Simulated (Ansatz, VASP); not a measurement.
# HgTe: VASP beside Ansatz

```xyz
2
Lattice="4.1484 0.0000 0.0000 0.0000 4.1484 0.0000 0.0000 0.0000 3.2687" Properties=species:S:1:pos:R:3 pbc="T T T"
Hg    2.0742    2.0742    0.0000
Te    0.0000    0.0000    1.6344
```

Alike in both runs: functional PBE; k mesh 14 × 14 × 16; occupations gaussian, width 0.1 eV; no spin polarisation.

Ansatz relaxed the structure, and its values are those at the end. VASP's run is a single point on that final structure, the one shown.

|  | VASP | Ansatz |
| --- | --- | --- |
| version | VASP 6.6.1 | Ansatz 0.2.0 |
| potentials or method | VASP PAW PBE potentials, release 64 (Hg, Te), cutoff 520 eV | scalar-relativistic, plane waves, PAW |
| valence electrons in the cell | 18 | 36 |

|  | VASP | Ansatz | Ansatz less VASP |
| --- | --- | --- | --- |
| gap on the k mesh at the Fermi level (eV) | none | none | - |
| pressure (GPa) | 0.1 | 0.0 | -0.05 |

A gap of «none» marks a metal or a gap that the smearing closes. The functional is the same, so the differences come from potentials, cutoffs and numerics. VASP's potentials hold 18 valence electrons a cell and Ansatz's 36, so a difference there can come from the potentials and not from the codes.

Spin-orbit coupling is off throughout.
